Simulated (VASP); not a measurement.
# Ga4SbP3 (P-43m) in VASP: notebook, part 3 of 3

VASP 6.6.1. The steps go on from the part before.

## Step 4: Single point, PBEsol

The input, INCAR:

```
SYSTEM = Ga4SbP3
ALGO = Normal
EDIFF = 1E-6
ENCUT = 520
GGA = PS
ISIF = 2
ISMEAR = 0
LASPH = .TRUE.
LCHARG = .FALSE.
LREAL = Auto
LWAVE = .FALSE.
NBANDS = 86
NELM = 100
PREC = Accurate
SIGMA = 0.01
```

The input, KPOINTS:

```
k-points
0
G
  4 4 4
  0 0 0
```

The input, POSCAR:

```
Ga4SbP3
1.0
    0.0000000000      5.6073345984      5.6073345984
    5.6073345984      0.0000000000      5.6073345984
    5.6073345984      5.6073345984      0.0000000000
Ga Sb P
8 2 6
Direct
   -0.0062401310     -0.0062401310     -0.0062401310
   -0.0062401310     -0.0062401310      0.5187203930
   -0.0062401310      0.5187203930     -0.0062401310
    0.0187203930      0.4937598690      0.4937598690
    0.5187203930     -0.0062401310     -0.0062401310
    0.4937598690      0.0187203930      0.4937598690
    0.4937598690      0.4937598690      0.0187203930
    0.4937598690      0.4937598690      0.4937598690
    0.1250000000      0.1250000000      0.1250000000
    0.6250000000      0.6250000000      0.6250000000
    0.1250000000      0.1250000000      0.6250000000
    0.1250000000      0.6250000000      0.1250000000
    0.1250000000      0.6250000000      0.6250000000
    0.6250000000      0.1250000000      0.1250000000
    0.6250000000      0.1250000000      0.6250000000
    0.6250000000      0.6250000000      0.1250000000
```

Potentials or basis: VASP PAW PBE potentials, release 64 (Ga_d, Sb, P).

Run with:

```
$ cat potpaw_PBE.64/Ga_d/POTCAR potpaw_PBE.64/Sb/POTCAR potpaw_PBE.64/P/POTCAR > POTCAR
$ mpirun -np 1 vasp_std > vasp.out
```

OUTCAR:

```text
SYSTEM = Ga4SbP3
   EDIFF = 1E-6
   ENCUT = 520
   GGA = PS
   ISIF = 2
   ISMEAR = 0
   LASPH = .TRUE.
   LREAL = Auto
   NELM = 100
   PREC = Accurate

 ion  position               nearest neighbor table
   1  0.994  0.994  0.994-  11 2.39  12 2.39  14 2.39   9 2.55
   2  0.994  0.994  0.519-  11 2.39  13 2.39  15 2.39   9 2.55
   3  0.994  0.519  0.994-  12 2.39  13 2.39  16 2.39   9 2.55
   4  0.019  0.494  0.494-  13 2.39  12 2.39  11 2.39  10 2.55
   5  0.519  0.994  0.994-  14 2.39  15 2.39  16 2.39   9 2.55
   6  0.494  0.019  0.494-  15 2.39  14 2.39  11 2.39  10 2.55
[... 8 lines left out ...]
  15  0.625  0.125  0.625-   6 2.39   8 2.39   2 2.39   5 2.39
  16  0.625  0.625  0.125-   7 2.39   8 2.39   3 2.39   5 2.39

  LATTYP: Found a face centered cubic cell.
 ALAT       =    11.2146691968

  Lattice vectors:

 A1 = (   0.0000000000,   5.6073345984,   5.6073345984)
 A2 = (   5.6073345984,   0.0000000000,   5.6073345984)
 A3 = (   5.6073345984,   5.6073345984,   0.0000000000)

Analysis of symmetry for initial positions (statically):
=====================================================================
 Subroutine PRICEL returns following result:

  LATTYP: Found a simple cubic cell.
 ALAT       =     5.6073345984

  Lattice vectors:

 A1 = (  -5.6073345984,   0.0000000000,   0.0000000000)
 A2 = (   0.0000000000,   0.0000000000,   5.6073345984)
 A3 = (   0.0000000000,   5.6073345984,   0.0000000000)

   2 primitive cells build up your supercell.

 Routine SETGRP: Setting up the symmetry group for a
 face centered cubic supercell.

 Subroutine GETGRP returns: Found 24 space group operations
 (whereof  6 operations were pure point group operations)
 out of a pool of 48 trial point group operations.

The static configuration has the point symmetry C_3v.
 The point group associated with its full space group is T_d .

Analysis of symmetry for dynamics (positions and initial velocities):
=====================================================================
 Subroutine PRICEL returns following result:
[... 140 lines left out ...]
   GGA     = PS    functional components
   LHFCALC =     F    Hartree Fock is set to
   AEXX    =    0.0000 exact exchange contribution
   IVDW    =     0    specifies the selected vdW correction
   LEPSILON=     F    determine dielectric tensor
   LRPA    =     F    only Hartree local field effects (RPA)
 non-spin polarized calculation
 Gauss-broadening in eV      SIGMA  =   0.01
  energy-cutoff  :      520.00
  volume of cell :      352.61
 maximum number of plane-waves:      9558
 NGX is ok and might be reduce to    60
   NGX = 29   NGY = 29   NGZ = 29

 number of electron     144.0000004 magnetization

 Free energy of the ion-electron system (eV)
  ---------------------------------------------------
  ext. energy  EPLUGINS =         0.00000000
  ---------------------------------------------------
  free energy    TOTEN  =       -74.86406603 eV

  energy without entropy =      -74.86406603  energy(sigma->0) =      -74.86406603

 E-fermi :   4.9263     XC(G=0):  -9.8568

 val. band max:        4.8391827081   @ k =   0.0000   0.0000   0.0000
 cond. band min:       5.1805713603   @ k =   0.0000   0.0000   0.0000
 fundamental gap:      0.3413886522
 Fermi energy:         4.9262737567

 k-point     1 :       0.0000    0.0000    0.0000
  band No.  band energies     occupation
      1     -10.0759      2.00000
      2     -10.0759      2.00000
      3     -10.0720      2.00000
      4     -10.0485      2.00000
      5     -10.0485      2.00000
      6     -10.0485      2.00000
[... 685 lines left out ...]
     83       8.7323      0.00000
     84       8.7323      0.00000
 [bands above 84 left out]

------------------------ aborting loop because EDIFF is reached ----------------------------------------

  FORCE on cell =-STRESS in cart. coord.  units (eV):
  Direction    XX          YY          ZZ          XY          YZ          ZX
  --------------------------------------------------------------------------------------
  -------------------------------------------------------------------------------------
  Total        0.0803929      0.0803929      0.0803929      0.0000000     -0.0000000      0.0000000
  in kB        0.3652826      0.3652826      0.3652826      0.0000000     -0.0000000      0.0000000
  external PRESSURE =       0.3652826 kB  Pullay stress =       0.0000000 kB

 VOLUME and BASIS-vectors are now :
 -----------------------------------------------------------------------------
  energy-cutoff  :      520.00
  volume of cell :      352.61
      direct lattice vectors                 reciprocal lattice vectors
     0.000000000  5.607334598  5.607334598    -0.089168925  0.089168925  0.089168925
     5.607334598  0.000000000  5.607334598     0.089168925 -0.089168925  0.089168925
     5.607334598  5.607334598  0.000000000     0.089168925  0.089168925 -0.089168925

 POSITION                                       TOTAL-FORCE (eV/Angst)
 -----------------------------------------------------------------------------------
     11.14469     11.14469     11.14469        -0.008058     -0.008058     -0.008058
      8.48098      8.48098     11.14469         0.008058      0.008058     -0.008058
      8.48098     11.14469      8.48098         0.008058     -0.008058      0.008058
      5.53735      2.87365      2.87365        -0.008058      0.008058      0.008058
     11.14469      8.48098      8.48098        -0.008058      0.008058      0.008058
      2.87365      5.53735      2.87365         0.008058     -0.008058      0.008058
[... 8 lines left out ...]
      4.20550      7.00917      4.20550         0.000000      0.000000      0.000000
      4.20550      4.20550      7.00917         0.000000      0.000000      0.000000
 -----------------------------------------------------------------------------------
    total drift:                                0.000024      0.000024      0.000022

  FREE ENERGIE OF THE ION-ELECTRON SYSTEM (eV)
  ---------------------------------------------------
  free  energy   TOTEN  =       -74.8640660307 eV

  energy  without entropy=      -74.8640660307  energy(sigma->0) =      -74.86406603
```

stdout:

```text
POSCAR found type information on POSCAR GaSbP
 POSCAR found :  3 types and      16 ions
 scaLAPACK will be used
 -----------------------------------------------------------------------------
|                                                                             |
|                                                                             |
|     You enforced a specific xc type in the INCAR file but a different       |
|     I HOPE YOU KNOW WHAT YOU ARE DOING!                                     |
|                                                                             |
 -----------------------------------------------------------------------------

 LDA part: xc-table for (Slater+PW92), standard interpolation
 POSCAR, INCAR and KPOINTS ok, starting setup
 FFT: planning ... GRIDC
 FFT: planning ... GRID_SOFT
 FFT: planning ... GRID
 WAVECAR not read
 entering main loop
```

Run time: 7.7 min. Hardware: 1 thread of AMD EPYC 7R43 (Zen 3), shared host; peak memory 0.52 GiB.

What came out:

```
Free energy            : -74.8641 eV
Pressure               : 0.0 GPa
Largest force          : 0.014 eV/Å
Band gap on the k mesh : 0.34 eV
```

Forces in eV/Å, atoms in the order of the input:
```
Ga  -0.008 -0.008 -0.008
Ga   0.008  0.008 -0.008
Ga   0.008 -0.008  0.008
Ga  -0.008  0.008  0.008
Ga  -0.008  0.008  0.008
Ga   0.008 -0.008  0.008
Ga   0.008  0.008 -0.008
Ga  -0.008 -0.008 -0.008
Sb   0.000  0.000  0.000
Sb   0.000  0.000  0.000
P    0.000  0.000  0.000
P    0.000  0.000  0.000
P    0.000  0.000  0.000
P    0.000  0.000  0.000
P    0.000  0.000  0.000
P    0.000  0.000  0.000
```

Caveat: the PAW data sets were made with another functional, which shifts forces and pressure a little; spin-orbit coupling is left out, which moves the levels of the heavy elements.
